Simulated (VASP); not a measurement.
A run of VASP 6.6.1 is set up as follows.

INCAR

```
SYSTEM = ZrCrC5
  PREC = Accurate
  ENCUT = 520
  EDIFF = 1E-6
  ISMEAR = 0
  SIGMA = 0.1
  LREAL = .FALSE.
  LASPH = .TRUE.
  NELM = 150
  ALGO = Normal
  ISIF = 2
  LWAVE = .FALSE.
  LCHARG = .TRUE.
  ISPIN = 2
  MAGMOM = 0 0.61 0 0 0 0 0
  LORBIT = 11
  LMAXMIX = 4
  GGA = PE
  LELF = .TRUE.
  LVHAR = .TRUE.
  NBANDS = 35
```

The input KPOINTS:

```
Automatic mesh
0
G
  12 12 4
  0 0 0
```

Contents of POSCAR:

```
ZrCrC5
1.0
    2.6715229209      0.0000000000      0.0000000000
   -1.3357614604      2.3136067163      0.0000000000
    0.0000000000      0.0000000000     11.2486951305
Zr Cr C
1 1 5
Direct
    0.3333333333      0.6666666667      0.9686304765
    0.0000000000      0.0000000000      0.2200103381
    0.3333333333      0.6666666667      0.7550477125
    0.0000000000      0.0000000000      0.7617474336
    0.3333333333      0.6666666667      0.3944301461
    0.6666666667      0.3333333333      0.3951792214
    0.6666666667      0.3333333333      0.1199546718
```

Potentials or basis: VASP PAW PBE potentials, release 64 (Zr_sv, Cr_pv, C).

The run is started by

```console
$ cat potpaw_PBE.64/Zr_sv/POTCAR potpaw_PBE.64/Cr_pv/POTCAR potpaw_PBE.64/C/POTCAR > POTCAR
$ mpirun -np 1 vasp_std > vasp.out
```

Predict the largest force.

0.032 eV/Å.

Predict the pressure.

0.3 GPa.

What does it give for the net moment?

1.10 μB per cell.

Forces in eV/Å, atoms in the order of the input:
```
Zr   0.000  0.000 -0.007
Cr   0.000  0.000  0.032
C    0.000  0.000 -0.011
C    0.000  0.000 -0.003
C    0.000  0.000  0.004
C    0.000  0.000  0.004
C    0.000  0.000 -0.019
```

Caveat: this functional lacks dispersion, which binds the layers, so the pressure and a relaxed spacing across them are unreliable.
